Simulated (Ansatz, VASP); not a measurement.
## CaO in VASP and in Ansatz

File INCAR:

```
SYSTEM = CaO
  PREC = Accurate
  ENCUT = 520
  EDIFF = 1E-7
  ISMEAR = 0
  SIGMA = 0.013000000000000001
  LREAL = .FALSE.
  LASPH = .TRUE.
  NELM = 80
  ALGO = Normal
  ISIF = 2
  LWAVE = .FALSE.
  LCHARG = .TRUE.
  GGA = PE
  LELF = .TRUE.
  LVHAR = .TRUE.
  NBANDS = 15
```

Contents of KPOINTS:

```
Automatic mesh
0
G
  10 10 10
  0 0 0
```

The input POSCAR:

```
CaO
1.0
    0.0000000000      2.4035556960      2.4035556960
    2.4035556960      0.0000000000      2.4035556960
    2.4035556960      2.4035556960      0.0000000000
Ca O
1 1
Direct
    0.0000000000      0.0000000000      0.0000000000
    0.5000000000      0.5000000000      0.5000000000
```

input.yaml

```yaml
crystal:
  lattice:
    - [0.0, 2.403555696, 2.403555696]
    - [2.403555696, 0.0, 2.403555696]
    - [2.403555696, 2.403555696, 0.0]
  atoms:
    - { symbol: Ca, position: [0.0, 0.0, 0.0] }
    - { symbol: O, position: [0.5, 0.5, 0.5] }
kpoints:
  mp_grid: { grid: [10, 10, 10] }
scf:
  occupations: { method: gaussian, width: 0.013 }
hamiltonian:
  xc: pbe
  pseudopotentials: { kind: all_electron, lapw: { basis_error: 0.001 } }
output:
  forces: true
  stress: true
  eigenvalues: true
```

Alike in both runs: task single point; functional PBE; k mesh 10 × 10 × 10; occupations gaussian, width 0.013 eV; no spin polarisation.

|  | VASP | Ansatz |
| --- | --- | --- |
| version | VASP 6.6.1 | Ansatz 0.2.0 |
| potentials or method | VASP PAW PBE potentials, release 64 (Ca_sv, O), cutoff 520 eV | all-electron LAPW, scalar-relativistic |

```csv
,VASP,Ansatz,Ansatz less VASP
gap on the k mesh at the Fermi level (eV),3.64,3.65,+0.016
least direct gap on the mesh (eV),4.01,4.03,+0.015
pressure (GPa),2.2,1.6,-0.60
```

Ansatz ran all-electron here, and VASP with PAW potentials.
